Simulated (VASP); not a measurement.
The system is Al.

```
CELL_PARAMETERS angstrom
0.00000 2.02481 2.02481
2.02481 0.00000 2.02481
2.02481 2.02481 0.00000
ATOMIC_POSITIONS crystal
Al 0.00000 0.00000 0.00000
```

| Item | Value |
| --- | --- |
| Program | VASP 6.6.1 |
| Task | relaxation of cell and atoms |
| Functional | PBEsol |
| Dispersion | D4 |
| Potentials or basis | VASP PAW PBE potentials, release 64 (Al) |
| Cutoff | 600 eV |
| k mesh | 11 × 11 × 11 |
| Occupations | fermi-dirac, width 0.05 eV |
| Spin | no spin polarisation |

At the start: pressure -3.7 GPa; volume 16.60 Å³/atom.

Q: How do energy, volume and symmetry change on relaxing?

A: Over 3 steps the energy falls by 9.0 meV/atom and the volume is 15.85 Å³/atom (-4.5 %); space group Fm-3m (No. 225, to 0.05 Å).

The path:
| step | energy change (eV) | largest force (eV/Å) | pressure (GPa) | volume (Å³) |
| --- | --- | --- | --- | --- |
| 1 | 0.0000 | 0.0000 | -3.70 | 16.60 |
| 2 | -0.0086 | 0.0000 | 0.88 | 15.70 |
| 3 | -0.0090 | 0.0000 | 0.01 | 15.85 |

Final structure:
```yaml
crystal:
  lattice:
    - [0.00000, 1.99377, 1.99377]
    - [1.99377, 0.00000, 1.99377]
    - [1.99377, 1.99377, 0.00000]
  atoms:
    - { symbol: Al, position: [0.00000, 0.00000, 0.00000] }
```

The cell as given is a measured one (16.60 Å³/atom); PBEsol+D4 puts the equilibrium volume -4.5 % from it, thermal expansion not counted.

Caveat: the PAW data sets were made with another functional, which shifts forces and pressure a little; pairwise dispersion overbinds metals, which lowers pressure and volume.
